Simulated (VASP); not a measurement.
LaBPd3, 5 atoms in the cell. The structure is cubic, space group Pm-3m (No. 221). The conventional cell has a = 4.229 Å, b = 4.229 Å, c = 4.229 Å, α = 90.00°, β = 90.00°, γ = 90.00°. La (site symmetry m-3m) has 12 Pd at 2.99 Å and 8 B at 3.66 Å within 3.9 Å. Within 2.8 Å of B (site symmetry m-3m) lie 6 Pd at 2.11 Å. Pd (site symmetry 4/mmm) has 2 B at 2.11 Å within 2.8 Å. 

```yaml
Program: VASP 6.6.1
Task: single point
Functional: LDA
Potentials_or_basis: VASP PAW LDA potentials, release 64 (La, B, Pd)
Cutoff: 520 eV
k_mesh: 6 × 6 × 6
Occupations: fermi-dirac, width 0.1 eV
Spin: no spin polarisation
Dipole_correction: no
Further_INCAR_settings: ALGO = Normal; EDIFF = 1e-06; NBANDS = 30
```

Potentials or basis: VASP PAW LDA potentials, release 64 (La, B, Pd).

Launch:

```sh
$ cat potpaw_LDA.64/La/POTCAR potpaw_LDA.64/B/POTCAR potpaw_LDA.64/Pd/POTCAR > POTCAR
$ mpirun -np 1 vasp_std > vasp.out
```

Hardware: 1 thread of Intel(R) Xeon(R) 6975P-C (Granite Rapids) (shared host).

Task: How long does it take, and how much memory?

Result: It took 16 s on 1 thread of Intel(R) Xeon(R) 6975P-C (Granite Rapids), on a shared host, peak memory 0.19 GiB. Counts: scf iterations 14, k points 20.
